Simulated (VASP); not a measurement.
# Li27F28 (a cell with a defect): single point with PBEsol

The system is Li27F28 (a cell with a defect).

```xyz
55
Lattice="0.0000 6.0114 6.0114 6.0114 0.0000 6.0114 6.0114 6.0114 0.0000" Properties=species:S:1:pos:R:3 pbc="T T T"
F     2.0103    4.0222    4.0067
F     6.0196    4.0242    3.9978
F     5.9978    4.0383    8.0132
F     6.0157    8.0364    4.0219
F     6.0423    7.9700    7.9992
F    10.0639    8.0012    8.0152
F     4.0108    2.0454    3.9942
F     4.0262    6.0211    4.0380
F     4.0006    6.0134    8.0445
F     8.0472    6.0450    3.9748
F     8.0267    6.0075    8.0411
F     8.0374   10.0158    7.9951
F     4.0189    3.9856    2.0212
F     4.0131    4.0128    6.0362
F     3.9967    8.0083    6.0209
F     8.0117    3.9813    6.0345
F     8.0043    8.0408    6.0358
F     8.0055    8.0365   10.0471
F     1.9621    2.0119    2.0009
F     1.9597    6.0170    6.0188
F     6.0357    1.9881    6.0208
F     6.0110    6.0111    2.0164
F     5.9870    6.0042    6.0013
F     6.0125    5.9967   10.0189
F     6.0397   10.0279    6.0028
F    10.0317    6.0528    6.0007
F    10.0457   10.0296   10.0371
F     5.0111    5.0310    4.9912
Li   12.0049    6.0142    6.0118
Li   12.0065    9.9991   10.0103
Li    9.9929   11.9981    9.9982
Li   10.0283    4.0285    6.0076
Li    4.0068    4.0120    4.0260
Li   10.0156   10.0335    8.0376
Li    4.0147    8.0096    4.0414
Li    8.0087   10.0168    9.9860
Li    8.0058    8.0374    8.0131
Li    2.0100    7.9998    6.0201
Li    8.0414    7.9837    4.0239
Li    8.0108    6.0325   10.0214
Li    6.0241    7.9877   10.0161
Li    6.0314    6.0370    3.9905
Li    5.9891    5.9843    8.0057
Li    7.9988    6.0064    2.0139
Li    2.0136    4.0334    2.0262
Li    7.9872   10.0146    6.0329
Li    6.0180   10.0216    8.0058
Li    5.9983    4.0130    6.0241
Li    6.0479    7.9999    6.0313
Li    0.0204    2.0018    2.0176
Li    4.0233    7.9959    8.0051
Li    4.0182    1.9961    6.0014
Li   10.0153    6.0101    8.0133
Li    4.0184    5.9826    5.9898
Li    8.0076    5.9837    6.0158
```

```yaml
Program: VASP 6.6.1
Task: single point
Functional: PBEsol
Potentials_or_basis: VASP PAW PBE potentials, release 64 (F, Li_sv)
Cutoff: 650 eV
k_mesh: 1 × 1 × 1, shifted
Occupations: fermi-dirac, width 0.05 eV
Spin: collinear spin
Dipole_correction: no
Charge: -1
Further_INCAR_settings: LREAL = Auto; ALGO = Normal; EDIFF = 1e-06; NBANDS = 176; ISYM = -1; NELECT = 278.0
```

```
Largest force                                         : 12.097 eV/Å
Net moment                                            : 0.00 μB per cell
Valence electrons inside the program's atomic spheres : F 6.13, 6.14, 6.12, 6.15, 6.38 (each value once); Li 2.08, 2.07, 2.11, 2.10 (each value once)
```

Forces in eV/Å, atoms in the order of the input:
```
F   -0.281 -0.153 -0.045
F    6.053 -5.948 -5.912
F    0.124 -0.190  0.319
F    0.136  0.166 -0.072
F   -0.166  0.208  0.099
F   -0.138  0.102  0.057
F   -0.067 -0.490 -0.006
F   -7.060  7.042 -6.848
F   -0.114  0.091  0.150
F    0.125 -0.114  0.151
F    0.014 -0.028 -0.191
F   -0.088  0.086  0.203
F   -0.056  0.056 -0.454
F   -5.290 -5.347  5.431
F    0.015  0.318  0.121
F    0.361  0.219 -0.033
F    0.108 -0.196 -0.172
F    0.093 -0.026 -0.123
F    0.211 -0.055  0.102
F   -0.045  0.026  0.109
F   -0.089 -0.174 -0.002
F    0.092  0.005 -0.295
F    6.649  6.441  6.623
F   -0.133  0.045  0.037
F   -0.287  0.000  0.090
F   -0.105 -0.300 -0.032
F   -0.164  0.021  0.029
F    0.138 -2.308  0.474
Li   0.173  0.097  0.024
Li   0.224  0.039 -0.027
Li   0.143  0.185 -0.001
Li  -0.078 -0.186  0.119
Li   0.194  0.200  0.154
Li   0.063 -0.129 -0.560
Li  -0.024 -0.488 -0.092
Li  -0.484 -0.088  0.136
Li   0.112 -0.137  0.041
Li  -0.062  0.045 -0.062
Li  -0.048  0.268  0.013
Li   0.449 -0.069  0.026
Li  -0.017  0.514  0.021
Li  -0.391 -0.341  0.304
Li   0.106  0.086 -0.384
Li   0.025  0.000 -0.166
Li  -0.031 -0.041  0.014
Li   0.555  0.068 -0.140
Li  -0.050 -0.038  0.515
Li  -0.258  0.180 -0.332
Li  -0.115 -0.423 -0.046
Li  -0.168  0.042 -0.077
Li   0.023  0.079  0.024
Li   0.019  0.556  0.106
Li   0.027  0.082  0.562
Li   0.033 -0.082 -0.073
Li  -0.456  0.084  0.087
```

Levels at points of the mesh, in eV from the Fermi level:
Spin up:
```
           k point  band 135  band 136  band 137  band 138  band 139  band 140  band 141  band 142  band 143  band 144
(0.25, 0.25, 0.25)     -6.46     -5.56     -1.70     -1.48     -1.24      2.03      3.07      3.47      3.48      3.55
```
Spin down:
| k point | band 135 | band 136 | band 137 | band 138 | band 139 | band 140 | band 141 | band 142 | band 143 | band 144 |
| --- | --- | --- | --- | --- | --- | --- | --- | --- | --- | --- |
| (0.25, 0.25, 0.25) | -6.46 | -5.56 | -1.70 | -1.48 | -1.24 | 2.03 | 3.07 | 3.47 | 3.48 | 3.55 |

Run time: 8.5 min on 1 thread of Intel(R) Xeon(R) 6975P-C (Granite Rapids), on a shared host, peak memory 1 GiB.

Caveat: the cell carries a net charge on a neutralising background, which shifts energy and pressure; the cell is charged against a uniform background, so pressure and absolute levels hang on convention; the PAW data sets were made with another functional, which shifts forces and pressure a little.
